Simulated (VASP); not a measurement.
# B (Im-3m) in VASP: further runs

B is run at these levels: PBE; tasks: single point, relaxation of cell and atoms.

All numbers are computed with VASP 6.6.1; they aren't measurements. Logs are shortened: lines on timing, memory, paths and dates and some standing lists are left out, and cuts for length are marked.

### 1 The cell of the first run

It takes space group Im-3m (No. 229, cubic). The conventional cell has a = 3.567 Å, b = 3.567 Å, c = 3.567 Å, α = 90.00°, β = 90.00°, γ = 90.00°. Within 2.4 Å of B (site symmetry 4/mmm) lie 4 B at 1.78 Å.

### 2 Single point, PBE

File INCAR:

```
SYSTEM = B
PREC     = Accurate       ! precision mode
ENCUT    = 520            ! plane-wave cutoff, eV
EDIFF    = 1E-6           ! SCF threshold, eV
ISMEAR   = 0              ! smearing method
SIGMA    = 0.1            ! smearing width, eV
LREAL    = .False.        ! projectors in reciprocal space
LASPH    = .True.         ! aspherical terms in the spheres
NELM     = 60             ! most SCF steps
ALGO     = Normal         ! electronic algorithm
ISIF     = 2              ! what is computed and relaxed
LWAVE    = .False.        ! write WAVECAR
LCHARG   = .True.         ! write CHGCAR
GGA      = PE             ! functional
LELF     = .True.         ! ELF
LVHAR    = .True.       
NBANDS   = 12             ! bands
```

File KPOINTS:

```
Automatic mesh
0
Gamma
  6 6 6
  0 0 0
```

File POSCAR:

```
B
1.0
   -1.7834530879      1.7834530879      1.7834530879
    1.7834530879     -1.7834530879      1.7834530879
    1.7834530879      1.7834530879     -1.7834530879
B
3
Direct
    0.0000000000      0.5000000000      0.5000000000
    0.5000000000      0.0000000000      0.5000000000
    0.5000000000      0.5000000000      0.0000000000
```

Potentials or basis: VASP PAW PBE potentials, release 64 (B).

Launch:

```bash
> cat potpaw_PBE.64/B/POTCAR > POTCAR
> mpirun -np 1 vasp_std > vasp.out
```

OUTCAR:

```text
SYSTEM = B
   PREC = Accurate
   ENCUT = 520
   EDIFF = 1E-6
   ISMEAR = 0
   LREAL = .False.
   LASPH = .True.
   NELM = 60
   ISIF = 2
   GGA = PE

 ion  position               nearest neighbor table
   1  0.000  0.500  0.500-   2 1.78   3 1.78   3 1.78   2 1.78
   2  0.500  0.000  0.500-   1 1.78   3 1.78   3 1.78   1 1.78
   3  0.500  0.500  0.000-   1 1.78   2 1.78   2 1.78   1 1.78

  LATTYP: Found a body centered cubic cell.
 ALAT       =     3.5669061758

  Lattice vectors:

 A1 = (  -1.7834530879,   1.7834530879,   1.7834530879)
 A2 = (   1.7834530879,  -1.7834530879,   1.7834530879)
 A3 = (   1.7834530879,   1.7834530879,  -1.7834530879)

Analysis of symmetry for initial positions (statically):
=====================================================================
 Subroutine PRICEL returns:
 Original cell was already a primitive cell.

 Routine SETGRP: Setting up the symmetry group for a
 body centered cubic supercell.

 Subroutine GETGRP returns: Found 48 space group operations
 (whereof 48 operations were pure point group operations)
 out of a pool of 48 trial point group operations.

The static configuration has the point symmetry O_h .

Analysis of symmetry for dynamics (positions and initial velocities):
=====================================================================
 Subroutine PRICEL returns:
 Original cell was already a primitive cell.

 Routine SETGRP: Setting up the symmetry group for a
 body centered cubic supercell.

 Subroutine GETGRP returns: Found 48 space group operations
 (whereof 48 operations were pure point group operations)
 out of a pool of 48 trial point group operations.

The dynamic configuration has the point symmetry O_h .

 Subroutine INISYM returns: Found 48 space group operations
 (whereof 48 operations are pure point group operations),
 and found     1 'primitive' translations

----------------------------------------------------------------------------------------

                                     Primitive cell

  volume of cell :      22.6906

  direct lattice vectors                    reciprocal lattice vectors
    -1.783453088  1.783453088  1.783453088     0.000000000  0.280355005  0.280355005
     1.783453088 -1.783453088  1.783453088     0.280355005  0.000000000  0.280355005
     1.783453088  1.783453088 -1.783453088     0.280355005  0.280355005  0.000000000

  length of vectors
     3.089031361  3.089031361  3.089031361     0.396481851  0.396481851  0.396481851

  position of ions in fractional coordinates (direct lattice)
     0.000000000  0.500000000  0.500000000
     0.500000000  0.000000000  0.500000000
     0.500000000  0.500000000  0.000000000

  ion indices of the primitive-cell ions
   primitive index   ion index
                 1           1
                 2           2
                 3           3

----------------------------------------------------------------------------------------

 KPOINTS: Automatic mesh

Automatic generation of k-mesh.
 Grid dimensions read from file:
 generate k-points for:    6    6    6

 Generating k-lattice:

  Cartesian coordinates                     Fractional coordinates (reciprocal lattice)
     0.000000000  0.046725834  0.046725834     0.166666667  0.000000000  0.000000000
     0.046725834  0.000000000  0.046725834     0.000000000  0.166666667  0.000000000
     0.046725834  0.046725834  0.000000000     0.000000000  0.000000000  0.166666667

  Length of vectors
     0.066080308  0.066080308  0.066080308

  Shift w.r.t. Gamma in fractional coordinates (k-lattice)
     0.000000000  0.000000000  0.000000000

 Subroutine IBZKPT returns following result:
 ===========================================

 Found     16 irreducible k-points:

 Following reciprocal coordinates:
            Coordinates               Weight
  0.000000  0.000000  0.000000      1.000000
  0.166667  0.000000  0.000000     12.000000
  0.333333  0.000000  0.000000     12.000000
  0.500000  0.000000  0.000000      6.000000
  0.166667  0.166667  0.000000     24.000000
  0.333333  0.166667 -0.000000     48.000000
[... 8 lines left out ...]
  0.500000  0.500000  0.333333     12.000000
  0.500000  0.500000  0.500000      1.000000
   k-points           NKPTS =     16   k-points in BZ     NKDIM =     16   number of bands    NBANDS=     12
   number of dos      NEDOS =    301   number of ions     NIONS =      3
   total plane-waves  NPLWV =  13824
   dimension x,y,z NGX =    24 NGY =   24 NGZ =   24
   dimension x,y,z NGXF=    48 NGYF=   48 NGZF=   48
   ions per type =               3
   NGX,Y,Z   is equivalent  to a cutoff of  12.92, 12.92, 12.92 a.u.
   NGXF,Y,Z  is equivalent  to a cutoff of  25.83, 25.83, 25.83 a.u.
 SYSTEM =  B
   PREC   = accura    normal or accurate (medium, high low for compatibility)
   ISTART =      0    job   : 0-new  1-cont  2-samecut
   ICHARG =      2    charge: 1-file 2-atom 10-const
   ISPIN  =      1    spin polarized calculation?
[... 25 lines left out ...]
     AMIX_MAG =   1.60;   BMIX_MAG =  1.00
  volume/ion in A,a.u.               =       7.56        51.04
  Fermi-wavevector in a.u.,A,eV,Ry     =   1.202838  2.273035 19.685187  1.446820
  Thomas-Fermi vector in A             =   2.338609
   LORBIT       =      0    0 simple, 1 ext, 2 COOP (PROOUT), +10 PAW based schemes
   GGA     = PE    functional components
   LHFCALC =     F    Hartree Fock is set to
   AEXX    =    0.0000 exact exchange contribution
   IVDW    =     0    specifies the selected vdW correction
   LEPSILON=     F    determine dielectric tensor
   LRPA    =     F    only Hartree local field effects (RPA)
 non-spin polarized calculation
 Gauss-broadening in eV      SIGMA  =   0.10
  energy-cutoff  :      520.00
  volume of cell :       22.69
 maximum number of plane-waves:       620
   NGX = 11   NGY = 11   NGZ = 11

 number of electron       9.0000000 magnetization

 Free energy of the ion-electron system (eV)
  ---------------------------------------------------
  ext. energy  EPLUGINS =         0.00000000
  ---------------------------------------------------
  free energy    TOTEN  =       -16.85116461 eV

  energy without entropy =      -16.84384730  energy(sigma->0) =      -16.84750595

 E-fermi :   6.2044     XC(G=0): -11.6906

 val. band max:        6.1301586735   @ k =   0.3333   0.1667  -0.0000
 cond. band min:       6.3748448703   @ k =   0.5000   0.0000   0.0000
 fundamental gap:      0.2446861968
 Fermi energy:         6.2044413626

 k-point     1 :       0.0000    0.0000    0.0000
  band No.  band energies     occupation
      1      -8.9149      2.00000
      2       4.1680      2.00000
      3       4.1680      2.00000
      4       4.1680      2.00000
      5      10.1097      0.00000
      6      10.1097      0.00000
      7      10.1097      0.00000
      8      13.3120      0.00000
      9      13.3120      0.00000
     10      16.6639      0.00000
     11      16.6639      0.00000
     12      16.6639      0.00000

 k-point     2 :       0.1667    0.0000    0.0000
  band No.  band energies     occupation
      1      -8.3951      2.00000
      2       2.5536      2.00000
      3       3.6155      2.00000
      4       4.3800      2.00000
      5       8.3048      0.00000
      6       9.0311      0.00000
      7       9.9108      0.00000
      8      14.0732      0.00000
      9      14.1882      0.00000
     10      18.4465      0.00000
     11      18.8341      0.00000
     12      18.8919      0.00000

 k-point     3 :       0.3333    0.0000    0.0000
  band No.  band energies     occupation
      1      -6.8505      2.00000
      2      -0.9086      2.00000
      3       2.7208      2.00000
      4       4.7803      2.00000
      5       6.8296      0.00000
      6       7.6526      0.00000
      7      10.0270      0.00000
      8      15.2341      0.00000
      9      15.8333      0.00000
     10      18.8125      0.00000
     11      19.7752      0.00000
     12      22.9837      0.00000
[... 166 lines left out ...]
 k-point    15 :       0.5000    0.5000    0.3333
  band No.  band energies     occupation
      1      -2.7067      2.00000
      2      -2.1496      2.00000
      3      -0.3541      2.00000
      4       1.7981      2.00000
      5       3.3889      2.00000
      6       8.0611      0.00000
      7      12.4350      0.00000
      8      12.4427      0.00000
      9      14.4174      0.00000
     10      24.1649      0.00000
     11      24.9069      0.00000
     12      25.7074      0.00000

 k-point    16 :       0.5000    0.5000    0.5000
  band No.  band energies     occupation
      1      -0.8850      2.00000
      2      -0.8850      2.00000
      3      -0.8850      2.00000
      4       0.6466      2.00000
      5       0.6466      2.00000
      6       6.7143      0.00000
      7      13.9556      0.00000
      8      13.9556      0.00000
      9      13.9556      0.00000
     10      26.4273      0.00000
     11      26.4625      0.00000
     12      26.4636      0.00000

------------------------ aborting loop because EDIFF is reached ----------------------------------------

  FORCE on cell =-STRESS in cart. coord.  units (eV):
  Direction    XX          YY          ZZ          XY          YZ          ZX
  --------------------------------------------------------------------------------------
  -------------------------------------------------------------------------------------
  Total       -0.0294559     -0.0294559     -0.0294559      0.0000000      0.0000000     -0.0000000
  in kB       -2.0798747     -2.0798747     -2.0798747      0.0000000      0.0000000     -0.0000000
  external PRESSURE =      -2.0798747 kB  Pullay stress =       0.0000000 kB

 VOLUME and BASIS-vectors are now :
 -----------------------------------------------------------------------------
  energy-cutoff  :      520.00
  volume of cell :       22.69
      direct lattice vectors                 reciprocal lattice vectors
    -1.783453088  1.783453088  1.783453088     0.000000000  0.280355005  0.280355005
     1.783453088 -1.783453088  1.783453088     0.280355005  0.000000000  0.280355005
     1.783453088  1.783453088 -1.783453088     0.280355005  0.280355005  0.000000000

 POSITION                                       TOTAL-FORCE (eV/Angst)
 -----------------------------------------------------------------------------------
      1.78345      0.00000      0.00000        -0.000000     -0.000000     -0.000000
      0.00000      1.78345      0.00000         0.000000      0.000000     -0.000000
      0.00000      0.00000      1.78345         0.000000     -0.000000      0.000000
 -----------------------------------------------------------------------------------
    total drift:                               -0.000000     -0.000000      0.000000

  FREE ENERGIE OF THE ION-ELECTRON SYSTEM (eV)
  ---------------------------------------------------
  free  energy   TOTEN  =       -16.8511646099 eV

  energy  without entropy=      -16.8438472974  energy(sigma->0) =      -16.84750595
```

Wall time 6.4 s (1 thread of Intel Xeon 8259CL, shared host); peak memory 0.13 GiB.

Results:

```
Free energy : -16.8512 eV
Pressure    : -0.2 GPa
```

Caveat: the k points lie up to 0.42 Å⁻¹ apart.

### 3 Single point, PBE

This run uses another cell than the first one, of 15.03 Å³/atom, 1.987 times its volume.

File INCAR:

```
SYSTEM = B
PREC = Accurate ; ENCUT = 520
EDIFF = 1E-6 ; ISMEAR = 0
SIGMA = 0.1 ; LREAL = .False.
LASPH = .True. ; NELM = 60
ALGO = Normal ; ISIF = 2
LWAVE = .False. ; LCHARG = .False.
GGA = PE ; NBANDS = 12
```

File KPOINTS:

```
regular mesh
0
Gamma
  6 6 6
  0 0 0
```

File POSCAR:

```
B
1.0
   -2.2421855200      2.2421855200      2.2421855200
    2.2421855200     -2.2421855200      2.2421855200
    2.2421855200      2.2421855200     -2.2421855200
B
3
Direct
    0.0000000000      0.5000000000      0.5000000000
    0.5000000000      0.0000000000      0.5000000000
    0.5000000000      0.5000000000      0.0000000000
```

Potentials or basis: VASP PAW PBE potentials, release 64 (B).

Launch:

```bash
> cat potpaw_PBE.64/B/POTCAR > POTCAR
> mpirun -np 1 vasp_std > vasp.out
```

Wall time 14 s (1 thread of Intel Xeon 8259CL, shared host); peak memory 0.15 GiB.

It converged, with:

* Free energy: -12.3200 eV
* Pressure: -35.7 GPa

Levels at points of the mesh, in eV from the Fermi level:
```tsv
k point	band 1	band 2	band 3	band 4	band 5	band 6	band 7	band 8	band 9
(0.00, 0.00, 0.00)	-9.96	-0.95	-0.95	-0.95	0.67	0.67	2.76	2.76	2.76
(0.50, 0.00, 0.00)	-7.53	-6.49	-2.14	-1.76	0.52	1.54	2.68	5.02	5.67
(0.50, 0.50, 0.50)	-5.43	-5.43	-3.42	-3.42	-3.42	0.07	4.45	4.45	4.45
```

### 4 Relaxation of cell and atoms, PBE

This run uses another cell than the first one, of 15.03 Å³/atom, 1.987 times its volume.

File INCAR:

```
PREC     = Accurate       # precision mode
ENCUT    = 600            # plane-wave cutoff, eV
EDIFF    = 1E-7           # SCF threshold, eV
ISMEAR   = 0              # smearing method
SIGMA    = 0.1            # smearing width, eV
LREAL    = F              # projectors in reciprocal space
LASPH    = T              # aspherical terms in the spheres
NELM     = 80             # most SCF steps
ALGO     = Normal         # electronic algorithm
ISIF     = 3              # what is computed and relaxed
LWAVE    = F              # write WAVECAR
LCHARG   = F              # write CHGCAR
GGA      = PE             # functional
IBRION   = 2              # ionic algorithm
NSW      = 90             # ionic steps
EDIFFG   = -0.04          # ionic threshold
```

File KPOINTS:

```
Automatic mesh
0
Gamma
  6 6 6
```

POSCAR is that of step 3.

Launch:

```bash
> cat potpaw_PBE.64/B/POTCAR > POTCAR
> mpirun -np 1 vasp_std > vasp.out
```

It took 67 s on 1 thread of Intel Xeon 8259CL, shared host; peak memory 0.17 GiB.

It converged, with:

```yaml
Free_energy: -16.8574 eV
Relaxed_volume: 7.58 Å³/atom
Relaxed_cell: a = 3.092 Å, b = 3.092 Å, c = 3.092 Å, α = 109.47°, β = 109.47°, γ = 109.47°
Space_group_after_relaxing_to_0.05_Å: Im-3m (No. 229)
Energy_gained_by_relaxing: 1512.3 meV/atom
Ionic_steps: 14
Pressure_after_relaxing: -0.7 GPa
```

Step by step:
| step | energy change (eV) | largest force (eV/Å) | pressure (GPa) | volume (Å³) |
| --- | --- | --- | --- | --- |
| 1 | 0.0000 | 0.0000 | -35.72 | 45.09 |
| 2 | -4.2029 | 0.0000 | -24.24 | 26.57 |
| 3 | -4.5270 | 0.0000 | -5.28 | 23.28 |
| 4 | -4.5367 | 0.0000 | 1.21 | 22.54 |
| 5 | -4.5357 | 0.0000 | -2.04 | 22.90 |
| 6 | -4.5358 | 0.0000 | -1.96 | 22.89 |
| 7 | -4.5362 | 0.0000 | -1.69 | 22.86 |
| 8 | -4.5362 | 0.0000 | -1.69 | 22.86 |
| 9 | -4.5362 | 0.0000 | -1.67 | 22.86 |
| 10 | -4.5362 | 0.0000 | -1.65 | 22.85 |
| 11 | -4.5363 | 0.0000 | -1.59 | 22.85 |
| 12 | -4.5364 | 0.0000 | -1.46 | 22.83 |
| 13 | -4.5367 | 0.0000 | -1.23 | 22.81 |
| 14 | -4.5370 | 0.0000 | -0.74 | 22.75 |

Final structure:
```
CELL_PARAMETERS angstrom
-1.78510 1.78510 1.78510
1.78510 -1.78510 1.78510
1.78510 1.78510 -1.78510
ATOMIC_POSITIONS crystal
B 0.00000 0.50000 0.50000
B 0.50000 0.00000 0.50000
B 0.50000 0.50000 0.00000
```

Levels at points of the mesh, in eV from the Fermi level:
```tsv
k point	band 1	band 2	band 3	band 4	band 5	band 6	band 7	band 8
(0.00, 0.00, 0.00)	-15.09	-2.03	-2.03	-2.03	3.90	3.90	3.90	7.07
(0.50, 0.00, 0.00)	-10.85	-10.09	-3.85	-1.25	0.17	0.94	4.18	9.80
(0.50, 0.50, 0.50)	-7.07	-7.07	-7.07	-5.56	-5.56	0.51	7.74	7.74
```

Caveat: the volume moved by over 15 % at a fixed basis, so the end points are rough.

### 5 Single point, PBE

File INCAR:

```
PREC = Accurate
ENCUT = 520
EDIFF = 1E-6
ISMEAR = 0
SIGMA = 0.1
LREAL = False
LASPH = True
NELM = 60
ALGO = Normal
ISIF = 2
LWAVE = False
LCHARG = False
GGA = PE
NBANDS = 12
```

File KPOINTS:

```
Automatic mesh
0
Gamma
  18 18 18
```

File POSCAR:

```
B
1.0
   -1.7834530879      1.7834530879      1.7834530879
    1.7834530879     -1.7834530879      1.7834530879
    1.7834530879      1.7834530879     -1.7834530879
B
3
Direct
    0.0000000000      0.5000000000      0.5000000000
    0.5000000000      0.0000000000      0.5000000000
    0.5000000000      0.5000000000      0.0000000000
```

Launch:

```bash
> cat potpaw_PBE.64/B/POTCAR > POTCAR
> mpirun -np 1 vasp_std > vasp.out
```

Run time: 49 s. Hardware: 1 thread of Intel Xeon 8259CL, shared host; peak memory 0.16 GiB.

The run converged. Its results:

- Free energy: -16.8478 eV
- Pressure: 0.0 GPa

Levels at points of the mesh, in eV from the Fermi level:
| k point | band 1 | band 2 | band 3 | band 4 | band 5 | band 6 | band 7 | band 8 |
| --- | --- | --- | --- | --- | --- | --- | --- | --- |
| (0.00, 0.00, 0.00) | -15.41 | -2.34 | -2.34 | -2.34 | 3.62 | 3.62 | 3.62 | 6.81 |
| (0.50, 0.00, 0.00) | -11.16 | -10.41 | -4.16 | -1.55 | -0.12 | 0.64 | 3.89 | 9.52 |
| (0.50, 0.50, 0.50) | -7.38 | -7.38 | -7.38 | -5.86 | -5.86 | 0.24 | 7.46 | 7.46 |

### 6 Relaxation of cell and atoms, PBE

File INCAR:

```
SYSTEM = B
PREC = Accurate
ENCUT = 600
EDIFF = 1E-6
ISMEAR = 0
SIGMA = 0.1
LREAL = .FALSE.
LASPH = .TRUE.
NELM = 60
ALGO = Normal
ISIF = 3
LWAVE = .FALSE.
LCHARG = .FALSE.
GGA = PE
IBRION = 2
NSW = 100
EDIFFG = -0.01
```

File KPOINTS:

```
Automatic mesh
0
G
  18 18 18
  0 0 0
```

POSCAR is that of step 5.

Potentials or basis: VASP PAW PBE potentials, release 64 (B).

Launch:

```bash
> cat potpaw_PBE.64/B/POTCAR > POTCAR
> mpirun -np 1 vasp_std > vasp.out
```

Wall time 62 s (1 thread of Intel Xeon 8259CL, shared host); peak memory 0.17 GiB.

Results (log left out):

```
Free energy             : -16.8503 eV
Pressure after relaxing : -0.1 GPa
```

Final structure:
```
CELL_PARAMETERS angstrom
-1.78345 1.78345 1.78345
1.78345 -1.78345 1.78345
1.78345 1.78345 -1.78345
ATOMIC_POSITIONS crystal
B 0.00000 0.50000 0.50000
B 0.50000 0.00000 0.50000
B 0.50000 0.50000 0.00000
```

Levels at points of the mesh, in eV from the Fermi level:
```tsv
k point	band 1	band 2	band 3	band 4	band 5	band 6	band 7	band 8
(0.00, 0.00, 0.00)	-15.41	-2.34	-2.34	-2.34	3.62	3.62	3.62	6.81
(0.50, 0.00, 0.00)	-11.16	-10.41	-4.16	-1.55	-0.12	0.64	3.89	9.52
(0.50, 0.50, 0.50)	-7.38	-7.38	-7.38	-5.86	-5.86	0.24	7.46	7.46
```

Caveat: the relaxation stopped at its first step, so nothing moved.

### 7 Overview

| task | cell | k mesh | cutoff (eV) | gap on the mesh (eV) | pressure (GPa) |
| --- | --- | --- | --- | --- | --- |
| single point | a = 3.089 Å, angles 109.5°, 3 atoms | 6 × 6 × 6 | 520 | none | -0.2 |
| single point | a = 3.884 Å, angles 109.5°, 3 atoms | 6 × 6 × 6 | 520 | none | -35.7 |
| relaxation of cell and atoms | relaxed from a = 3.884 Å, angles 109.5°, 3 atoms | 6 × 6 × 6 | 600 | none | -0.7 |
| single point | a = 3.089 Å, angles 109.5°, 3 atoms | 18 × 18 × 18 | 520 | none | 0.0 |
| relaxation of cell and atoms | relaxed from a = 3.089 Å, angles 109.5°, 3 atoms | 18 × 18 × 18 | 600 | none | -0.1 |

Alike in all rows: level PBE; potentials or basis VASP PAW PBE potentials, release 64 (B); no spin polarisation; smearing gaussian 0.1 eV.

Caveats: some runs use coarse meshes; the volume moved by over 15 % at a fixed basis, so the end points are rough (some runs); the relaxation stopped at its first step, so nothing moved (some runs).

Total energies depend on the potentials used, so only differences within one code and one set of settings carry meaning.
